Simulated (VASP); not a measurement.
Ti, 2 atoms in the cell. The structure is hexagonal, space group P6_3/mmc (No. 194). Conventional cell: a = 2.864 Å, b = 2.864 Å, c = 4.540 Å, α = 90.00°, β = 90.00°, γ = 120.00°. Within 3.7 Å of Ti (site symmetry -6m2) lie 12 Ti at 2.81 to 2.86 Å. 

- Program: VASP 6.6.1
- Task: single point
- Functional: LDA
- Potentials or basis: VASP PAW LDA potentials, release 64 (Ti_sv)
- Cutoff: 520 eV
- k mesh: 3 × 3 × 2
- Occupations: fermi-dirac, width 0.1 eV
- Spin: no spin polarisation
- Dipole correction: no
- Further INCAR settings: ALGO = Normal; EDIFF = 1e-07; NBANDS = 19

Potentials or basis: VASP PAW LDA potentials, release 64 (Ti_sv).

Launch:

```console
$ cat potpaw_LDA.64/Ti_sv/POTCAR > POTCAR
$ mpirun -np 1 vasp_std > vasp.out
```

Hardware: 1 thread of Intel(R) Xeon(R) Platinum 8559C (Emerald Rapids), with other jobs on the host.

Question: Estimate the wall time of this run.

Answer: Wall time 2.8 s on 1 thread of Intel(R) Xeon(R) Platinum 8559C (Emerald Rapids), with other jobs on the host, peak memory 0.13 GiB. Counts: scf iterations 14, k points 6.
